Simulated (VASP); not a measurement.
A run of VASP 6.6.1:

The input INCAR:

```
SYSTEM = Li
PREC = Accurate
ENCUT = 520
EDIFF = 1E-6
ISMEAR = 0
SIGMA = 0.1
LREAL = .False.
LASPH = .True.
NELM = 100
ALGO = Normal
ISIF = 2
LWAVE = .False.
LCHARG = .False.
LDIPOL = .True.
IDIPOL = 3
DIPOL = 0.5 0.5 0.497
GGA = PS
NBANDS = 16
```

Contents of KPOINTS:

```
regular mesh
0
Gamma
  12 12 1
  0 0 0
```

The input POSCAR:

```
Li
1.0
    3.0569172096      0.0000000000      0.0000000000
   -1.5284586048      2.6473679608      0.0000000000
    0.0000000000      0.0000000000     26.9965768283
Li
5
Direct
    0.6666666667      0.3333333333      0.3148547334
    0.0000000000      0.0000000000      0.4074513111
    0.6666666667      0.3333333333      0.4982451778
    0.3333333333      0.6666666667      0.5887962210
    0.6666666667      0.3333333333      0.6760288345
```

Potentials or basis: VASP PAW PBE potentials, release 64 (Li_sv).

Command:

```bash
$ cat potpaw_PBE.64/Li_sv/POTCAR > POTCAR
$ mpirun -np 1 vasp_std > vasp.out
```

Hardware: 1 thread of Intel(R) Xeon(R) 6975P-C (Granite Rapids), on a shared host.

Problem. Estimate the wall time of this run.

Solution. Run time: 41 s on 1 thread of Intel(R) Xeon(R) 6975P-C (Granite Rapids), with other jobs on the host, peak memory 0.33 GiB. Counts: scf iterations 23, k points 19.
